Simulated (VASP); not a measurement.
# InSb (I4/mmm) in VASP: further runs

InSb is run at these levels: PBEsol; tasks: single point.

Everything below comes from runs of VASP 6.6.1. Logs are shortened: lines on timing, memory, paths and dates and some standing lists are left out, and cuts for length are marked.

## 1. The cell of the first run

It takes space group I4/mmm (No. 139, tetragonal). The conventional cell has a = 4.654 Å, b = 4.654 Å, c = 5.486 Å, α = 90.00°, β = 90.00°, γ = 90.00°. In (site symmetry 4/mmm) has 6 Sb at 2.74 to 3.29 Å within 3.6 Å. Sb (site symmetry 4/mmm) has 6 In at 2.74 to 3.29 Å within 3.6 Å.

## 2. Single point, PBEsol (29.71 Å³/atom)

File INCAR:

```
PREC = Accurate
ENCUT = 520
EDIFF = 1E-6
ISMEAR = 0
SIGMA = 0.15
LREAL = F
LASPH = T
NELM = 60
ALGO = Normal
ISIF = 2
LWAVE = F
LCHARG = F
GGA = PS
NBANDS = 16
```

File KPOINTS:

```
regular mesh
0
Gamma
  14 14 14
```

File POSCAR:

```
InSb
1.0
    0.0000000000      3.2907545485      2.7431729916
    3.2907545485      0.0000000000      2.7431729916
    3.2907545485      3.2907545485      0.0000000000
In Sb
1 1
Direct
    0.0000000000      0.0000000000      0.0000000000
    0.5000000000      0.5000000000      0.5000000000
```

Potentials or basis: VASP PAW PBE potentials, release 64 (In_d, Sb).

The run is started by

```sh
$ cat potpaw_PBE.64/In_d/POTCAR potpaw_PBE.64/Sb/POTCAR > POTCAR
$ mpirun -np 1 vasp_std > vasp.out
```

OUTCAR:

```text
PREC = Accurate
   ENCUT = 520
   EDIFF = 1E-6
   ISMEAR = 0
   LREAL = F
   LASPH = T
   NELM = 60
   ISIF = 2
   GGA = PS

 ion  position               nearest neighbor table
   1  0.000  0.000  0.000-   2 2.74   2 2.74   2 3.29   2 3.29   2 3.29   2 3.29
   2  0.500  0.500  0.500-   1 2.74   1 2.74   1 3.29   1 3.29   1 3.29   1 3.29

  LATTYP: Found a body centered tetragonal cell.
 ALAT       =     4.6538297129
 C/A-ratio  =     1.1788884256

  Lattice vectors:

 A1 = (   0.0000000000,  -3.2907545485,  -2.7431729916)
 A2 = (   0.0000000000,   3.2907545485,  -2.7431729916)
 A3 = (   3.2907545485,   0.0000000000,   2.7431729916)

Analysis of symmetry for initial positions (statically):
=====================================================================
 Subroutine PRICEL returns:
 Original cell was already a primitive cell.

 Routine SETGRP: Setting up the symmetry group for a
 body centered tetragonal supercell.

 Subroutine GETGRP returns: Found 16 space group operations
 (whereof 16 operations were pure point group operations)
 out of a pool of 16 trial point group operations.

The static configuration has the point symmetry D_4h.

Analysis of symmetry for dynamics (positions and initial velocities):
=====================================================================
 Subroutine PRICEL returns:
 Original cell was already a primitive cell.

 Routine SETGRP: Setting up the symmetry group for a
 body centered tetragonal supercell.

 Subroutine GETGRP returns: Found 16 space group operations
 (whereof 16 operations were pure point group operations)
 out of a pool of 16 trial point group operations.

The dynamic configuration has the point symmetry D_4h.

 Subroutine INISYM returns: Found 16 space group operations
 (whereof 16 operations are pure point group operations),
 and found     1 'primitive' translations

----------------------------------------------------------------------------------------

                                     Primitive cell

  volume of cell :      59.4120

  direct lattice vectors                    reciprocal lattice vectors
     0.000000000  3.290754548  2.743172992    -0.151940837  0.151940837  0.182270678
     3.290754548  0.000000000  2.743172992     0.151940837 -0.151940837  0.182270678
     3.290754548  3.290754548  0.000000000     0.151940837  0.151940837 -0.182270678

  length of vectors
     4.284164278  4.284164278  4.653829713     0.281770537  0.281770537  0.281770537

  position of ions in fractional coordinates (direct lattice)
     0.000000000  0.000000000  0.000000000
     0.500000000  0.500000000  0.500000000

  ion indices of the primitive-cell ions
   primitive index   ion index
                 1           1
                 2           2

----------------------------------------------------------------------------------------

 KPOINTS: regular mesh

Automatic generation of k-mesh.
 Grid dimensions read from file:
 generate k-points for:   14   14   14

 Generating k-lattice:

  Cartesian coordinates                     Fractional coordinates (reciprocal lattice)
    -0.010852917  0.010852917  0.013019334     0.071428571  0.000000000  0.000000000
     0.010852917 -0.010852917  0.013019334     0.000000000  0.071428571  0.000000000
     0.010852917  0.010852917 -0.013019334    -0.000000000 -0.000000000  0.071428571

  Length of vectors
     0.020126467  0.020126467  0.020126467

  Shift w.r.t. Gamma in fractional coordinates (k-lattice)
     0.000000000  0.000000000  0.000000000

 Subroutine IBZKPT returns following result:
 ===========================================

 Found    244 irreducible k-points:

 Following reciprocal coordinates:
            Coordinates               Weight
  0.000000  0.000000  0.000000      1.000000
  0.071429  0.000000  0.000000      8.000000
  0.142857 -0.000000  0.000000      8.000000
  0.214286  0.000000  0.000000      8.000000
  0.285714 -0.000000  0.000000      8.000000
  0.357143 -0.000000  0.000000      8.000000
[... 16 lines left out ...]
  0.214286  0.142857  0.000000      8.000000
  0.285714  0.142857  0.000000      8.000000
 [... further k-points ...]
   k-points           NKPTS =    244   k-points in BZ     NKDIM =    244   number of bands    NBANDS=     16
   number of dos      NEDOS =    301   number of ions     NIONS =      2
   total plane-waves  NPLWV =  36864
   dimension x,y,z NGX =    32 NGY =   32 NGZ =   36
   dimension x,y,z NGXF=    64 NGYF=   64 NGZF=   72
   ions per type =               1   1
   NGX,Y,Z   is equivalent  to a cutoff of  12.42, 12.42, 12.86 a.u.
   NGXF,Y,Z  is equivalent  to a cutoff of  24.84, 24.84, 25.72 a.u.
 SYSTEM =  unknown system
   PREC   = accura    normal or accurate (medium, high low for compatibility)
   ISTART =      0    job   : 0-new  1-cont  2-samecut
   ICHARG =      2    charge: 1-file 2-atom 10-const
   ISPIN  =      1    spin polarized calculation?
   LNONCOLLINEAR =      F non collinear calculations
[... 108 lines left out ...]
  band No.  band energies     occupation
      1      -8.3982      2.00000
      2      -8.2530      2.00000
      3      -8.2468      2.00000
      4      -8.2074      2.00000
      5      -8.1836      2.00000
      6      -3.9154      2.00000
[... 8 lines left out ...]
     15      14.2395      0.00000
     16      14.4074      0.00000

 k-point     6 :       0.3571   -0.0000    0.0000
  band No.  band energies     occupation
      1      -8.4018      2.00000
      2      -8.2561      2.00000
      3      -8.2456      2.00000
      4      -8.2000      2.00000
      5      -8.1832      2.00000
      6      -3.5417      2.00000
[... 8 lines left out ...]
     15      15.1215      0.00000
     16      15.4349      0.00000

 k-point     7 :       0.4286    0.0000    0.0000
  band No.  band energies     occupation
      1      -8.4046      2.00000
      2      -8.2585      2.00000
      3      -8.2449      2.00000
      4      -8.1946      2.00000
      5      -8.1828      2.00000
      6      -3.1954      2.00000
[... 8 lines left out ...]
     15      15.9034      0.00000
     16      16.5750      0.00000

 k-point     8 :       0.5000   -0.0000    0.0000
  band No.  band energies     occupation
      1      -8.4056      2.00000
      2      -8.2594      2.00000
      3      -8.2448      2.00000
      4      -8.1926      2.00000
      5      -8.1826      2.00000
      6      -3.0390      2.00000
[... 8 lines left out ...]
     15      15.4609      0.00000
     16      17.5261      0.00000

 k-point     9 :       0.0714    0.0714    0.0000
  band No.  band energies     occupation
      1      -8.3872      2.00000
      2      -8.2516      2.00000
      3      -8.2516      2.00000
      4      -8.2188      2.00000
      5      -8.1848      2.00000
      6      -4.6000      2.00000
[... 8 lines left out ...]
     15      12.7803      0.00000
     16      13.5866      0.00000
[... 172 lines left out ...]
 k-point    19 :      -0.2143    0.0714    0.0000
  band No.  band energies     occupation
      1      -8.4054      2.00000
      2      -8.2475      2.00000
      3      -8.2472      2.00000
      4      -8.2170      2.00000
      5      -8.1819      2.00000
      6      -4.1304      2.00000
[... 8 lines left out ...]
     15      14.3739      0.00000
     16      15.0082      0.00000

 k-point    20 :      -0.1429    0.0714    0.0000
  band No.  band energies     occupation
      1      -8.4000      2.00000
      2      -8.2495      2.00000
      3      -8.2477      2.00000
      4      -8.2211      2.00000
      5      -8.1821      2.00000
      6      -4.3882      2.00000
[... 8 lines left out ...]
     15      14.0237      0.00000
     16      15.4125      0.00000

 k-point    21 :      -0.0714    0.0714    0.0000
  band No.  band energies     occupation
      1      -8.3946      2.00000
      2      -8.2514      2.00000
      3      -8.2501      2.00000
      4      -8.2214      2.00000
      5      -8.1826      2.00000
      6      -4.5565      2.00000
[... 8 lines left out ...]
     15      13.6835      0.00000
     16      14.5671      0.00000

 k-point    22 :       0.1429    0.1429    0.0000
  band No.  band energies     occupation
      1      -8.3865      2.00000
      2      -8.2478      2.00000
      3      -8.2478      2.00000
      4      -8.2143      2.00000
      5      -8.1885      2.00000
      6      -4.3570      2.00000
[... 8 lines left out ...]
     15      13.8173      0.00000
     16      14.1023      0.00000

 k-point    23 :       0.2143    0.1429    0.0000
  band No.  band energies     occupation
      1      -8.3912      2.00000
      2      -8.2455      2.00000
      3      -8.2447      2.00000
      4      -8.2104      2.00000
      5      -8.1904      2.00000
      6      -4.1404      2.00000
[... 8 lines left out ...]
     15      14.2258      0.00000
     16      14.5340      0.00000

 k-point    24 :       0.2857    0.1429    0.0000
  band No.  band energies     occupation
      1      -8.3998      2.00000
      2      -8.2450      2.00000
      3      -8.2416      2.00000
      4      -8.2045      2.00000
      5      -8.1914      2.00000
      6      -3.8305      2.00000
[... 8 lines left out ...]
     15      15.0639      0.00000
     16      15.1473      0.00000

 [... further k-points ...]
[... 5 lines left out ...]
  --------------------------------------------------------------------------------------
  -------------------------------------------------------------------------------------
  Total       -2.1540095     -2.1540095      4.5280336      0.0000000     -0.0000000      0.0000000
  in kB      -58.0876781    -58.0876781    122.1085447      0.0000000     -0.0000000      0.0000000
  external PRESSURE =       1.9777295 kB  Pullay stress =       0.0000000 kB

 VOLUME and BASIS-vectors are now :
 -----------------------------------------------------------------------------
  energy-cutoff  :      520.00
  volume of cell :       59.41
      direct lattice vectors                 reciprocal lattice vectors
     0.000000000  3.290754548  2.743172992    -0.151940837  0.151940837  0.182270678
     3.290754548  0.000000000  2.743172992     0.151940837 -0.151940837  0.182270678
     3.290754548  3.290754548  0.000000000     0.151940837  0.151940837 -0.182270678

 POSITION                                       TOTAL-FORCE (eV/Angst)
 -----------------------------------------------------------------------------------
      0.00000      0.00000      0.00000         0.000000     -0.000000      0.000000
      3.29075      3.29075      2.74317        -0.000000      0.000000      0.000000
 -----------------------------------------------------------------------------------
    total drift:                                0.000000     -0.000000     -0.000000

  FREE ENERGIE OF THE ION-ELECTRON SYSTEM (eV)
  ---------------------------------------------------
  free  energy   TOTEN  =        -7.1302521703 eV

  energy  without entropy=       -7.1141179979  energy(sigma->0) =       -7.12218508
```

It took 3.6 min on 1 thread of Intel Xeon 8259CL, shared host; peak memory 0.37 GiB.

Results:

```yaml
Free_energy: -7.1303 eV
Pressure: 0.2 GPa
Band_gap_on_the_k_mesh: zero (bands 9 and 10 overlap by 3.17 eV)
```

Stress tensor (GPa, compression positive):
```
-5.81  0.00  0.00
 0.00 -5.81  0.00
 0.00  0.00 12.21
```

Caveat: the stress differs along the axes, from -6 to 12 GPa; the PAW data sets were made with another functional, which shifts forces and pressure a little; spin-orbit coupling is left out, which moves the levels of the heavy elements.

## 3. Single point, PBEsol (29.71 Å³/atom)

File INCAR:

```
SYSTEM = InSb
PREC = Accurate
ENCUT = 520
EDIFF = 1E-7
ISMEAR = 0
SIGMA = 0.15
LREAL = .False.
LASPH = .True.
NELM = 100
ALGO = Normal
ISIF = 2
LWAVE = .False.
LCHARG = .True.
GGA = PS
LELF = .True.
LVHAR = .True.
NBANDS = 16
```

File KPOINTS:

```
Automatic mesh
0
Gamma
  14 14 14
  0 0 0
```

File POSCAR:

```
InSb
1.0
    0.0000000000      3.1603569294      2.9742119063
    3.1603569294      0.0000000000      2.9742119063
    3.1603569294      3.1603569294      0.0000000000
In Sb
1 1
Direct
    0.0000000000      0.0000000000      0.0000000000
    0.5000000000      0.5000000000      0.5000000000
```

Potentials or basis: VASP PAW PBE potentials, release 64 (In_d, Sb).

The run is started by

```sh
$ cat potpaw_PBE.64/In_d/POTCAR potpaw_PBE.64/Sb/POTCAR > POTCAR
$ mpirun -np 1 vasp_std > vasp.out
```

Wall time 3.8 min (1 thread of Intel Xeon 8259CL, shared host); peak memory 0.38 GiB.

The run converged. Its results:

| Item | Value |
| --- | --- |
| Free energy | -7.4539 eV |
| Pressure | -3.2 GPa |
| Band gap on the k mesh | zero (bands 9 and 10 overlap by 2.73 eV) |

Stress tensor (GPa, compression positive):
```
-4.71  0.00  0.00
 0.00 -4.71  0.00
 0.00  0.00 -0.26
```

Levels at points of the mesh, in eV from the Fermi level:
| k point | band 5 | band 6 | band 7 | band 8 | band 9 | band 10 | band 11 | band 12 | band 13 | band 14 |
| --- | --- | --- | --- | --- | --- | --- | --- | --- | --- | --- |
| (0.00, 0.00, 0.00) | -14.26 | -10.78 | -0.69 | -0.46 | 0.18 | 0.18 | 5.37 | 5.37 | 6.03 | 6.03 |
| (0.50, 0.00, 0.00) | -14.25 | -9.09 | -6.29 | 0.19 | 0.42 | 1.93 | 2.25 | 2.84 | 3.18 | 9.67 |
| (0.50, 0.50, 0.00) | -14.24 | -8.14 | -4.29 | -3.70 | -2.19 | -2.19 | 3.08 | 7.85 | 7.85 | 10.09 |
| (0.50, 0.00, 0.50) | -14.24 | -8.60 | -4.26 | -3.19 | -2.28 | -1.62 | 3.34 | 7.18 | 9.04 | 9.49 |

Caveat: the cell stands under tension; the PAW data sets were made with another functional, which shifts forces and pressure a little; spin-orbit coupling is left out, which moves the levels of the heavy elements.

## 4. Single point, PBEsol (29.71 Å³/atom)

File INCAR:

```
SYSTEM = InSb
PREC = Accurate
ENCUT = 520
EDIFF = 1E-7
ISMEAR = 0
SIGMA = 0.15
LREAL = .False.
LASPH = .True.
NELM = 60
ALGO = Normal
ISIF = 2
LWAVE = .False.
LCHARG = .False.
GGA = PS
NBANDS = 16
```

File KPOINTS:

```
regular mesh
0
Gamma
  14 14 14
  0 0 0
```

File POSCAR:

```
InSb
1.0
    0.0000000000      3.2249217206      2.8563131679
    3.2249217206      0.0000000000      2.8563131679
    3.2249217206      3.2249217206      0.0000000000
In Sb
1 1
Direct
    0.0000000000      0.0000000000      0.0000000000
    0.5000000000      0.5000000000      0.5000000000
```

The run is started by

```sh
$ cat potpaw_PBE.64/In_d/POTCAR potpaw_PBE.64/Sb/POTCAR > POTCAR
$ mpirun -np 1 vasp_std > vasp.out
```

Wall time 3.8 min (1 thread of Intel Xeon 8259CL, shared host); peak memory 0.38 GiB.

Results (log left out):

```
Free energy            : -7.3434 eV
Pressure               : -2.0 GPa
Band gap on the k mesh : zero (bands 9 and 10 overlap by 2.89 eV)
```

Stress tensor (GPa, compression positive):
```
-5.51  0.00  0.00
 0.00 -5.51  0.00
 0.00  0.00  5.15
```

Levels at points of the mesh, in eV from the Fermi level:
| k point | band 6 | band 7 | band 8 | band 9 | band 10 | band 11 | band 12 | band 13 |
| --- | --- | --- | --- | --- | --- | --- | --- | --- |
| (0.00, 0.00, 0.00) | -10.80 | -0.90 | -0.59 | 0.40 | 0.40 | 4.86 | 4.86 | 5.99 |
| (0.50, 0.00, 0.00) | -9.13 | -6.34 | 0.06 | 0.41 | 1.71 | 2.07 | 3.41 | 3.52 |
| (0.50, 0.50, 0.00) | -7.93 | -4.31 | -3.88 | -2.36 | -2.36 | 2.94 | 7.75 | 7.75 |
| (0.50, 0.00, 0.50) | -8.77 | -4.27 | -2.92 | -2.52 | -1.18 | 3.49 | 6.40 | 9.22 |

Caveat: the stress differs along the axes, from -6 to 5 GPa; the PAW data sets were made with another functional, which shifts forces and pressure a little; spin-orbit coupling is left out, which moves the levels of the heavy elements.

## 5. Single point, PBEsol (29.71 Å³/atom)

File INCAR:

```
  PREC = Accurate
  ENCUT = 520
  EDIFF = 1E-7
  ISMEAR = 0
  SIGMA = 0.15
  LREAL = False
  LASPH = True
  NELM = 80
  ALGO = Normal
  ISIF = 2
  LWAVE = False
  LCHARG = False
  GGA = PS
  NBANDS = 16
```

File KPOINTS:

```
regular mesh
0
Gamma
  14 14 14
```

File POSCAR:

```
InSb
1.0
    0.0000000000      2.9742906893      3.3579741882
    2.9742906893      0.0000000000      3.3579741882
    2.9742906893      2.9742906893      0.0000000000
In Sb
1 1
Direct
    0.0000000000      0.0000000000      0.0000000000
    0.5000000000      0.5000000000      0.5000000000
```

The run is started by

```sh
$ cat potpaw_PBE.64/In_d/POTCAR potpaw_PBE.64/Sb/POTCAR > POTCAR
$ mpirun -np 1 vasp_std > vasp.out
```

Wall time 4.8 min (1 thread of Intel Xeon 8259CL, shared host); peak memory 0.38 GiB.

It converged, with:

* Free energy: -7.3887 eV
* Pressure: -2.3 GPa
* Band gap on the k mesh: zero (bands 9 and 10 overlap by 2.50 eV)

Stress tensor (GPa, compression positive):
```
-0.21  0.00  0.00
 0.00 -0.21  0.00
 0.00  0.00 -6.34
```

Levels at points of the mesh, in eV from the Fermi level:
```
           k point  band 5  band 6  band 7  band 8  band 9  band 10  band 11  band 12  band 13  band 14
(0.00, 0.00, 0.00)  -14.31  -10.82   -0.61   -0.42   -0.42     0.62     4.10     5.70     6.46     6.46
(0.50, 0.00, 0.00)  -14.29   -9.13   -6.36   -0.07    0.63     1.54     2.77     2.82     3.37     9.59
(0.50, 0.50, 0.00)  -14.28   -9.13   -4.22   -2.56   -1.76    -1.76     3.56     8.41     8.41     8.71
(0.50, 0.00, 0.50)  -14.27   -8.14   -4.34   -3.67   -2.82    -1.52     3.15     6.23     9.67     9.71
```

Caveat: the stress differs along the axes, from -6 to -0 GPa; the PAW data sets were made with another functional, which shifts forces and pressure a little; spin-orbit coupling is left out, which moves the levels of the heavy elements.

## 6. The runs side by side

```tsv
cell	gap on the mesh (eV)	pressure (GPa)
a = 4.284, b = 4.284, c = 4.654 Å, angles 57.1, 57.1, 65.8°, 2 atoms	none	0.2
a = 4.340, b = 4.340, c = 4.469 Å, angles 59.0, 59.0, 62.0°, 2 atoms	none	-3.2
a = 4.308, b = 4.308, c = 4.561 Å, angles 58.0, 58.0, 63.9°, 2 atoms	none	-2.0
a = 4.486, b = 4.486, c = 4.206 Å, angles 62.0, 62.0, 55.9°, 2 atoms	none	-2.3
```

Alike in all rows: task single point; level PBEsol; potentials or basis VASP PAW PBE potentials, release 64 (In_d, Sb); no spin polarisation; k mesh 14 × 14 × 14; cutoff (eV) 520; smearing gaussian 0.15 eV.

Caveats: the PAW data sets were made with another functional, which shifts forces and pressure a little; spin-orbit coupling is left out, which moves the levels of the heavy elements; the stress differs along the axes, from -6 to 12 GPa (at least some runs); the cell stands under tension (at least some runs); the stress differs along the axes, from -6 to 5 GPa (at least some runs); the stress differs along the axes, from -6 to -0 GPa (at least some runs).

Absolute energies hang on the potentials; compare differences alone.
